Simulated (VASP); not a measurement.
Wanted: the native input for a VASP 6.6.1 run.

* Task: single point
* Functional: PBE
* Potentials or basis: VASP PAW PBE potentials, release 64 (Sr_sv, Se, Rb_sv)
* Cutoff: 520 eV
* k mesh: 3 × 3 × 3
* Occupations: fermi-dirac, width 0.1 eV
* Spin: no spin polarisation
* Dipole correction: no
* Further INCAR settings: ALGO = Normal; EDIFF = 1e-06; NBANDS = 42

The structure of Rb2SrSe6 lies in POSCAR:

```
Rb2SrSe6
1.0
    7.2083910000      0.0000000000      0.0000000000
   -3.6041960000      6.2426500000      0.0000000000
    0.0000000000      0.0000000000      5.6583640000
Sr Se Rb
1 6 2
Direct
    0.0000000000      0.0000000000      0.0000000000
    0.1670000000      0.8330000000      0.2060000000
    0.1670000000      0.3340000000      0.2060000000
    0.6660000000      0.8330000000      0.2060000000
    0.8330000000      0.1670000000      0.7940000000
    0.3340000000      0.1670000000      0.7940000000
    0.8330000000      0.6660000000      0.7940000000
    0.3333000000      0.6667000000      0.6910000000
    0.6667000000      0.3333000000      0.3090000000
```

The input as run:

INCAR

```
SYSTEM = Rb2SrSe6
PREC = Accurate
ENCUT = 520
EDIFF = 1E-6
ISMEAR = -1
SIGMA = 0.1
LREAL = .False.
LASPH = .True.
NELM = 80
ALGO = Normal
ISIF = 2
LWAVE = .False.
LCHARG = .True.
GGA = PE
LELF = .True.
LVHAR = .True.
NBANDS = 42
```

KPOINTS

```
Automatic mesh
0
Gamma
  3 3 3
  0 0 0
```

Potentials or basis: VASP PAW PBE potentials, release 64 (Sr_sv, Se, Rb_sv).

The run is started by

```sh
$ cat potpaw_PBE.64/Sr_sv/POTCAR potpaw_PBE.64/Se/POTCAR potpaw_PBE.64/Rb_sv/POTCAR > POTCAR
$ mpirun -np 1 vasp_std > vasp.out
```

It gave:

```yaml
Pressure: 13.7 GPa
Largest_force: 4.748 eV/Å
Band_gap_on_the_k_mesh: zero (bands 32 and 33 overlap by 0.58 eV)
```

Caveat: the k points lie up to 0.37 Å⁻¹ apart, too coarse for converged energies and pressures of a metal; forces of over 1 eV/Å act on the atoms, so gaps and moduli don't describe the material at rest.

Wall time 3.8 min on 1 thread of AMD EPYC 7R13, with other jobs on the host, peak memory 0.36 GiB.
